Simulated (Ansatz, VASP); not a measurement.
## C in VASP and in Ansatz

File INCAR:

```
ALGO = Normal
EDIFF = 1E-6
ENCUT = 520
GGA = PE
ISIF = 2
ISMEAR = 0
LASPH = True
LCHARG = False
LREAL = False
LWAVE = False
NBANDS = 36
NELM = 80
PREC = Accurate
SIGMA = 0.05
```

Contents of KPOINTS:

```
k-points
0
Gamma
  12 12 2
```

POSCAR

```
C
1.0
    2.6088000000      0.0000000000      0.0000000000
   -1.3044000000      2.2592870734      0.0000000000
    0.0000000000      0.0000000000     11.9630000000
C
12
Direct
    0.0000000000      0.0000000000      0.1868593266
    0.0000000000      0.0000000000      0.6868593266
    0.0000000000      0.0000000000      0.3131406734
    0.0000000000      0.0000000000      0.8131406734
    0.3333333333      0.6666666667      0.5207665411
    0.6666666667      0.3333333333      0.0207665411
    0.3333333333      0.6666666667      0.9792334589
    0.6666666667      0.3333333333      0.4792334589
    0.3333333333      0.6666666667      0.6450950823
    0.6666666667      0.3333333333      0.1450950823
    0.3333333333      0.6666666667      0.8549049177
    0.6666666667      0.3333333333      0.3549049177
```

Input for Ansatz:

```yaml
crystal:
  lattice:
    - [2.6088, 0.0, 0.0]
    - [-1.3044, 2.2592870734, 0.0]
    - [0.0, 0.0, 11.963]
  atoms:
    - { symbol: C, position: [0.0, 0.0, 0.1868593266] }
    - { symbol: C, position: [0.0, 0.0, 0.6868593266] }
    - { symbol: C, position: [0.0, 0.0, 0.3131406734] }
    - { symbol: C, position: [0.0, 0.0, 0.8131406734] }
    - { symbol: C, position: [0.3333333333, 0.6666666667, 0.5207665411] }
    - { symbol: C, position: [0.6666666667, 0.3333333333, 0.0207665411] }
    - { symbol: C, position: [0.3333333333, 0.6666666667, 0.9792334589] }
    - { symbol: C, position: [0.6666666667, 0.3333333333, 0.4792334589] }
    - { symbol: C, position: [0.3333333333, 0.6666666667, 0.6450950823] }
    - { symbol: C, position: [0.6666666667, 0.3333333333, 0.1450950823] }
    - { symbol: C, position: [0.3333333333, 0.6666666667, 0.8549049177] }
    - { symbol: C, position: [0.6666666667, 0.3333333333, 0.3549049177] }
basis:
  ecutwfc: 520.0
kpoints:
  mp_grid: { grid: [12, 12, 2] }
hamiltonian:
  xc: pbe
  pseudopotentials: { kind: paw, azcp: { folder: soft_1 } }
scf:
  occupations: { method: gaussian, width: 0.05 }
output:
  forces: true
  stress: true
  eigenvalues: true
```

Alike in both runs: task single point; functional PBE; k mesh 12 × 12 × 2; occupations gaussian, width 0.05 eV; no spin polarisation.

|  | VASP | Ansatz |
| --- | --- | --- |
| version | VASP 6.6.1 | Ansatz 0.2.0 |
| potentials or method | VASP PAW PBE potentials, release 64 (C), cutoff 520 eV | scalar-relativistic, plane waves, PAW |
| valence electrons in the cell | 48 | 48 |

```tsv
	VASP	Ansatz	Ansatz less VASP
gap on the k mesh at the Fermi level (eV)	3.55	3.56	+0.010
least direct gap on the mesh (eV)	4.47	4.48	+0.007
pressure (GPa)	-8.9	-9.4	-0.53
traceless stress, the component that is largest in VASP (GPa)	55.73	55.39	-0.333
rms of the force components (eV/Å)	0.220	0.207	-0.0125
```

Atom by atom the forces differ by 0.013 eV/Å (rms over components).
